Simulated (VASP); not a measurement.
Here is a VASP 6.6.1 calculation.

The input INCAR:

```
SYSTEM = YbH3
ALGO = Normal
EDIFF = 1E-6
ENCUT = 520
GGA = PE
ISIF = 2
ISMEAR = -1
LASPH = .TRUE.
LCHARG = .FALSE.
LREAL = .FALSE.
LWAVE = .FALSE.
NBANDS = 22
NELM = 80
PREC = Accurate
SIGMA = 0.05
```

File KPOINTS:

```
k-points
0
G
  9 9 9
  0 0 0
```

Contents of POSCAR:

```
YbH3
1.0
    0.0000000000      2.6049710000      2.6049710000
    2.6049710000      0.0000000000      2.6049710000
    2.6049710000      2.6049710000      0.0000000000
Yb H
1 3
Direct
    0.0000000000      0.0000000000      0.0000000000
    0.5000000000      0.5000000000      0.5000000000
    0.2500000000      0.2500000000      0.2500000000
    0.7500000000      0.7500000000      0.7500000000
```

Potentials or basis: VASP PAW PBE potentials, release 64 (Yb, H).

Command:

```sh
$ cat potpaw_PBE.64/Yb/POTCAR potpaw_PBE.64/H/POTCAR > POTCAR
$ mpirun -np 1 vasp_std > vasp.out
```

**Question.** What does it give for the band gap on the k mesh?

**Answer.** Zero (an odd number of electrons rules out a gap without spin polarisation).

**Question.** Predict the pressure.

**Answer.** -5.4 GPa.

Caveat: the cell stands under tension; spin-orbit coupling is left out, which moves the levels of the heavy elements. Spin polarisation is off, so any magnetic state and its effect on volume and gap are missing.
